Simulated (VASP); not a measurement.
**C: single point with PBE+D3(BJ)**

C:

```
CELL_PARAMETERS angstrom
2.46594 0.00000 0.00000
-1.23297 2.13556 0.00000
0.00000 0.00000 3.63435
ATOMIC_POSITIONS crystal
C 0.33333 0.66667 0.00000
C 0.66667 0.33333 0.00000
```

* Program: VASP 6.6.1
* Task: single point
* Functional: PBE
* Dispersion: D3(BJ)
* Potentials or basis: VASP PAW PBE potentials, release 64 (C)
* Cutoff: 520 eV
* k mesh: 18 × 18 × 12
* Occupations: fermi-dirac, width 0.15 eV
* Spin: no spin polarisation
* Dipole correction: no
* Further INCAR settings: ALGO = Normal; EDIFF = 1e-06; NBANDS = 11

```json
{
 "Pressure": "-0.1 GPa",
 "Band gap on the k mesh": "zero (bands 4 and 5 overlap by 0.82 eV)",
 "Dispersion energy per atom": "-0.142 eV"
}
```

Stress tensor (GPa, compression positive):
```
 0.15  0.00  0.00
 0.00  0.15  0.00
 0.00  0.00 -0.59
```

Levels at points of the mesh, in eV from the Fermi level:
```csv
k point,band 1,band 2,band 3,band 4,band 5,band 6,band 7,band 8,band 9
"(0.00, 0.00, 0.00)",-19.59,-6.93,-3.04,-3.04,3.73,8.30,8.30,11.54,12.40
"(0.50, 0.00, 0.00)",-14.32,-13.27,-6.42,-1.90,2.30,7.27,10.87,11.17,18.26
"(0.00, 0.00, 0.50)",-19.43,-8.22,-3.02,-3.02,8.35,8.35,8.84,11.33,12.61
"(0.50, 0.00, 0.50)",-14.21,-13.18,-6.39,-2.79,1.12,7.48,13.05,15.88,18.69
```

Run time: 32 s on 1 thread of Intel(R) Xeon(R) Platinum 8259CL CPU @ 2.50GHz (Skylake/Cascade Lake), on a shared host, peak memory 0.17 GiB.
